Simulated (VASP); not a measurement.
Set up this calculation in VASP 6.6.1, as the native input.

```
Task                   : single point
Functional             : PBE
Potentials or basis    : VASP PAW PBE potentials, release 64 (Ge_d, Sb, Te)
Cutoff                 : 520 eV
k mesh                 : 12 × 12 × 12
Occupations            : gaussian, width 0.05 eV
Spin                   : no spin polarisation
Dipole correction      : no
Further INCAR settings : ALGO = Normal; EDIFF = 1e-06; NBANDS = 26
```

The structure of GeSbTe3 lies in POSCAR:

```
GeSbTe3
1.0
    2.1034800500      1.2144447700      9.8714625900
   -2.1034800500      1.2144447700      9.8714625900
    0.0000000000     -2.4288895500      9.8714625900
Ge Sb Te
1 1 3
Direct
    0.5978230000      0.5978230000      0.5978230000
    0.3977000000      0.3977000000      0.3977000000
    0.9983600000      0.9983600000      0.9983600000
    0.7925750000      0.7925750000      0.7925750000
    0.2135430000      0.2135430000      0.2135430000
```

These files were run (other wordings do the same):

INCAR

```
SYSTEM = GeSbTe3
ALGO = Normal
EDIFF = 1E-6
ENCUT = 520
GGA = PE
ISIF = 2
ISMEAR = 0
LASPH = .True.
LCHARG = .False.
LREAL = .False.
LWAVE = .False.
NBANDS = 26
NELM = 100
PREC = Accurate
SIGMA = 0.05
```

KPOINTS

```
k-points
0
Gamma
  12 12 12
  0 0 0
```

Potentials or basis: VASP PAW PBE potentials, release 64 (Ge_d, Sb, Te).

The run is started by

```sh
$ cat potpaw_PBE.64/Ge_d/POTCAR potpaw_PBE.64/Sb/POTCAR potpaw_PBE.64/Te/POTCAR > POTCAR
$ mpirun -np 1 vasp_std > vasp.out
```

Results of the run:

```json
{
  "Pressure": "0.1 GPa",
  "Largest force": "0.137 eV/Å",
  "Band gap on the k mesh": "zero (an odd number of electrons rules out a gap without spin polarisation)"
}
```

Caveat: spin-orbit coupling is left out, which moves the levels of the heavy elements; an odd number of electrons without spin polarisation forces a metal; a magnetic or distorted state may lie lower.

It took 44 min on 1 thread of Intel(R) Xeon(R) Platinum 8488C (Sapphire Rapids) (shared host), peak memory 1.4 GiB.
